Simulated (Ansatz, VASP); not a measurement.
**Two plane-wave programs on MoS**

The input POSCAR:

```
MoS
1.0
    0.0000000000      2.6776536121      2.6776536121
    2.6776536121      0.0000000000      2.6776536121
    2.6776536121      2.6776536121      0.0000000000
Mo S
1 1
Direct
    0.0000000000      0.0000000000      0.0000000000
    0.2500000000      0.2500000000      0.2500000000
```

Contents of INCAR.step1:

```
SYSTEM = MoS
PREC     = Accurate       ! precision mode
ENCUT    = 520            ! plane-wave cutoff, eV
ISMEAR   = 0              ! smearing method
SIGMA    = 0.05           ! smearing width, eV
LREAL    = .False.        ! projectors in reciprocal space
LASPH    = .True.         ! aspherical terms in the spheres
NELM     = 150            ! most SCF steps
ISPIN    = 2              ! spin polarisation
MAGMOM   = 3 0            ! initial moments
LMAXMIX  = 4              ! l up to which the mixer works
NBANDS   = 21             ! bands
GGA      = PE             ! functional
ALGO     = Normal         ! electronic algorithm
EDIFF    = 1E-4           ! SCF threshold, eV
LWAVE    = .True.         ! write WAVECAR
LCHARG   = .False.        ! write CHGCAR
```

The input INCAR.step2:

```
SYSTEM = MoS
PREC     = Accurate       ! precision mode
ENCUT    = 520            ! plane-wave cutoff, eV
EDIFF    = 1E-6           ! SCF threshold, eV
ISMEAR   = 0              ! smearing method
SIGMA    = 0.05           ! smearing width, eV
LREAL    = .False.        ! projectors in reciprocal space
LASPH    = .True.         ! aspherical terms in the spheres
NELM     = 150            ! most SCF steps
ALGO     = Normal         ! electronic algorithm
ISIF     = 2              ! what is computed and relaxed
LWAVE    = .False.        ! write WAVECAR
LCHARG   = .False.        ! write CHGCAR
ISPIN    = 2              ! spin polarisation
MAGMOM   = 3 0            ! initial moments
LORBIT   = 11             ! projections on sites
LMAXMIX  = 4              ! l up to which the mixer works
METAGGA  = R2SCAN         ! meta-GGA
LMIXTAU  = .True.       
IVDW     = 12             ! dispersion correction
VDW_S6   = 1.0          
VDW_S8   = 0.78981345   
VDW_A1   = 0.49484001   
VDW_A2   = 5.73083694   
NBANDS   = 21             ! bands
ISTART   = 1
```

KPOINTS

```
Automatic mesh
0
Gamma
  12 12 12
  0 0 0
```

Input for Ansatz:

```yaml
crystal:
  lattice:
    - [0.0, 2.6776536121, 2.6776536121]
    - [2.6776536121, 0.0, 2.6776536121]
    - [2.6776536121, 2.6776536121, 0.0]
  atoms:
    - { symbol: Mo, position: [0.0, 0.0, 0.0], spin: 3.0 }
    - { symbol: S, position: [0.25, 0.25, 0.25] }
basis:
  ecutwfc: 500
  ecutrho_ratio: 4
kpoints:
  mp_grid: { grid: [12, 12, 12] }
hamiltonian:
  xc: r2scan
  dispersion: d3bj
scf:
  occupations: { method: gaussian, width: 0.05 }
output:
  forces: true
  stress: true
magnetization:
  spin_polarized: true
```

Alike in both runs: task single point; functional r2SCAN; dispersion D3(BJ); k mesh 12 × 12 × 12; occupations gaussian, width 0.05 eV; collinear spin.

```csv
,VASP,Ansatz
version,VASP 6.6.1,Ansatz 0.2.0
potentials or method,"VASP PAW PBE potentials, release 64 (Mo_sv, S), cutoff 520 eV","scalar-relativistic, plane waves, PAW"
valence electrons in the cell,20,20
```

|  | VASP | Ansatz | Ansatz less VASP |
| --- | --- | --- | --- |
| pressure (GPa) | -5.4 | -2.1 | +3.35 |
| net moment per atom (μB) | 0.00 | 0.61 | +0.613 |
| size of the moment on the site where the two differ most (μB) | 0.00 | 0.81 | +0.811 |

The net moments are unlike, so the other rows may belong to different states. VASP's potentials were made for PBE, not for r2SCAN. Site moments also hang on the region over which each program counts them. Ansatz's warnings: dispersion damping borrowed, stability check not made.
